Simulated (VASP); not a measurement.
Set up this calculation in VASP 6.6.1, as the native input.

```yaml
Task: single point
Functional: r2SCAN
Potentials_or_basis: VASP PAW PBE potentials, release 64 (Al, Au)
Cutoff: 550 eV
k_mesh: 5 × 5 × 5
Occupations: methfessel-paxton, width 0.05 eV
Spin: no spin polarisation
Dipole_correction: no
Further_INCAR_settings: ALGO = Normal; EDIFF = 1e-06; NBANDS = 42
```

The system is Al3Au5.

```
Al Au
1.0
     0.00000    4.18118    4.18118
     4.18118    0.00000    4.18118
     3.93901    3.93901    0.24218
Al Au
3 5
Direct
  0.00000 0.00000 0.00000
  0.00000 0.50000 0.00000
  0.50000 0.00000 0.00000
  0.00000 0.00000 0.50000
  0.00000 0.50000 0.50000
  0.50000 0.00000 0.50000
  0.50000 0.50000 0.00000
  0.50000 0.50000 0.50000
```

One way to write it, as run:

POSCAR

```
Al3Au5
1.0
    0.0000000000      4.1811833327      4.1811833327
    4.1811833327      0.0000000000      4.1811833327
    3.9390050252      3.9390050252      0.2421783076
Al Au
3 5
Direct
    0.0000000000      0.0000000000      0.0000000000
    0.0000000000      0.5000000000      0.0000000000
    0.5000000000      0.0000000000      0.0000000000
    0.0000000000      0.0000000000      0.5000000000
    0.0000000000      0.5000000000      0.5000000000
    0.5000000000      0.0000000000      0.5000000000
    0.5000000000      0.5000000000      0.0000000000
    0.5000000000      0.5000000000      0.5000000000
```

INCAR.step1

```
ALGO = Normal ; EDIFF = 1E-5
ENCUT = 550 ; GGA = PE
GGA_COMPAT = F ; ISMEAR = 1
LASPH = T ; LCHARG = F
LREAL = F ; LWAVE = T
NBANDS = 42 ; NELM = 120
PREC = Accurate ; SIGMA = 0.05
```

INCAR.step2

```
ALGO = Normal ; EDIFF = 1E-6
ENCUT = 550 ; GGA_COMPAT = F
ISIF = 2 ; ISMEAR = 1
ISTART = 1 ; LASPH = T
LCHARG = F ; LMIXTAU = T
LREAL = F ; LWAVE = F
METAGGA = R2SCAN ; NBANDS = 42
NELM = 120 ; PREC = Accurate
SIGMA = 0.05
```

KPOINTS

```
k-points
0
Gamma
  5 5 5
```

Potentials or basis: VASP PAW PBE potentials, release 64 (Al, Au).

Command:

```sh
$ cat potpaw_PBE.64/Al/POTCAR potpaw_PBE.64/Au/POTCAR > POTCAR
$ cp INCAR.step1 INCAR
$ mpirun -np 1 vasp_std > vasp.out
$ cp INCAR.step2 INCAR
$ mpirun -np 1 vasp_std > vasp.out
```

It gave:

The pressure is -0.1 GPa. The band gap on the k mesh is zero (bands 32 and 33 overlap by 2.17 eV).

Caveat: the PAW data sets were made with another functional, which shifts forces and pressure a little; spin-orbit coupling is left out, which moves the levels of the heavy elements.

Wall time 4.9 min on 1 thread of Intel(R) Xeon(R) 6975P-C (Granite Rapids), with other jobs on the host, peak memory 0.41 GiB.
